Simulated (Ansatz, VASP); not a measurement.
**Li2AlH5 in VASP and in Ansatz**

The input INCAR:

```
SYSTEM = Li2AlH5
PREC     = Accurate       ! precision mode
ENCUT    = 600            ! plane-wave cutoff, eV
EDIFF    = 1E-6           ! SCF threshold, eV
ISMEAR   = 0              ! smearing method
SIGMA    = 0.1            ! smearing width, eV
LREAL    = .FALSE.        ! projectors in reciprocal space
LASPH    = .TRUE.         ! aspherical terms in the spheres
NELM     = 80             ! most SCF steps
ALGO     = Normal         ! electronic algorithm
ISIF     = 3              ! what is computed and relaxed
LWAVE    = .FALSE.        ! write WAVECAR
LCHARG   = .FALSE.        ! write CHGCAR
GGA      = PE             ! functional
IBRION   = 2              ! ionic algorithm
NSW      = 100            ! ionic steps
EDIFFG   = -0.01          ! ionic threshold
```

Contents of KPOINTS:

```
Automatic mesh
0
G
  15 15 6
  0 0 0
```

POSCAR

```
Li2AlH5
1.0
    3.1001315234      0.0000000000      0.0000000000
   -1.5500657617      2.6847926543      0.0000000000
    0.0000000000      0.0000000000      8.1228035403
Li Al H
2 1 5
Direct
    0.3333333333      0.6666666667      0.8530874721
    0.6666666667      0.3333333333      0.4368127598
    0.0000000000      0.0000000000      0.1507738119
    0.3333333333      0.6666666667      0.0922852510
    0.0000000000      0.0000000000      0.9235601624
    0.5049313947      0.4950686053      0.6383223009
    0.5049313947      0.0098627894      0.6383223009
    0.9901372106      0.4950686053      0.6383223009
```

Input for Ansatz:

```yaml
crystal:
  lattice:
    - [3.1001315234, 0.0, 0.0]
    - [-1.5500657617, 2.6847926543, 0.0]
    - [0.0, 0.0, 8.1228035403]
  atoms:
    - { symbol: Li, position: [0.3333333333, 0.6666666667, 0.8530874721] }
    - { symbol: Li, position: [0.6666666667, 0.3333333333, 0.4368127598] }
    - { symbol: Al, position: [0.0, 0.0, 0.1507738119] }
    - { symbol: H, position: [0.3333333333, 0.6666666667, 0.092285251] }
    - { symbol: H, position: [0.0, 0.0, 0.9235601624] }
    - { symbol: H, position: [0.5049313947, 0.4950686053, 0.6383223009] }
    - { symbol: H, position: [0.5049313947, 0.0098627894, 0.6383223009] }
    - { symbol: H, position: [0.9901372106, 0.4950686053, 0.6383223009] }
basis:
  ecutwfc: 420
kpoints:
  mp_grid: { grid: [15, 15, 6] }
hamiltonian:
  xc: pbe
scf:
  occupations: { method: gaussian, width: 0.1 }
output:
  forces: true
  stress: true
  eigenvalues: true
  write_density: true
  write_potential: true
  elf: true
  volumetric_format: npy
relax:
  adjacent_minimum: "off"
  f_tol: 0.01
  max_steps: 80
  cell: { stress_tol: 0.05 }
```

Alike in both runs: task relaxation of cell and atoms; functional PBE; k mesh 15 × 15 × 6; occupations gaussian, width 0.1 eV; no spin polarisation.

|  | VASP | Ansatz |
| --- | --- | --- |
| version | VASP 6.6.1 | Ansatz 0.2.0 |
| potentials or method | VASP PAW PBE potentials, release 64 (Li_sv, Al, H), cutoff 600 eV | scalar-relativistic, plane waves, PAW |
| valence electrons in the cell | 14 | 14 |

```csv
,VASP,Ansatz,Ansatz less VASP
"gap on the k mesh at the Fermi level, each at its own relaxed structure (eV)",none,none,-
relaxed volume (Å³/atom),8.35,8.38,+0.031
relaxed length of the cell vector where the two differ most in proportion (Å),3.079,3.083,+0.0039
```

A gap of «none» marks a metal or a gap that the smearing closes.

Noted on VASP's run: the cutoff is under 1.25 times that of the potentials, so the pressure is a little rough.
